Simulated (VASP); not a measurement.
Wanted: the native input for a VASP 6.6.1 run.

```yaml
Task: single point
Functional: PBE
Potentials_or_basis: VASP PAW PBE potentials, release 64 (Hf_pv, Te)
Cutoff: 500 eV
k_mesh: 8 × 8 × 8
Occupations: gaussian, width 0.1 eV
Spin: no spin polarisation
Dipole_correction: no
Further_INCAR_settings: ALGO = Normal; EDIFF = 1e-06; NBANDS = 25
```

The structure of HfTe4 lies in POSCAR:

```
HfTe4
1.0
   -3.4341943410      3.4341943410      3.4341943410
    3.4341943410     -3.4341943410      3.4341943410
    3.4341943410      3.4341943410     -3.4341943410
Hf Te
1 4
Direct
    0.0000000000      0.0000000000      0.0000000000
    0.0000000000      0.0000000000      0.5000000000
    0.0000000000      0.5000000000      0.0000000000
    0.5000000000      0.0000000000      0.0000000000
    0.5000000000      0.5000000000      0.5000000000
```

One way to write it, as run:

INCAR

```
PREC = Accurate
ENCUT = 500
EDIFF = 1E-6
ISMEAR = 0
SIGMA = 0.1
LREAL = False
LASPH = True
NELM = 120
ALGO = Normal
ISIF = 2
LWAVE = False
LCHARG = True
GGA = PE
LELF = True
LVHAR = True
NBANDS = 25
GGA_COMPAT = False
```

KPOINTS

```
regular mesh
0
Gamma
  8 8 8
```

Potentials or basis: VASP PAW PBE potentials, release 64 (Hf_pv, Te).

The run is started by

```console
$ cat potpaw_PBE.64/Hf_pv/POTCAR potpaw_PBE.64/Te/POTCAR > POTCAR
$ mpirun -np 1 vasp_std > vasp.out
```

It gave:

The pressure is -0.2 GPa. The band gap on the k mesh is zero (band 17 reaches 7.11 eV, above the bottom of band 18 at 3.83 eV).

Caveat: spin-orbit coupling is left out, which moves the levels of the heavy elements.

Run time: 100 s on 1 thread of Intel(R) Xeon(R) Platinum 8259CL CPU @ 2.50GHz (Skylake/Cascade Lake) (shared host), peak memory 0.37 GiB.
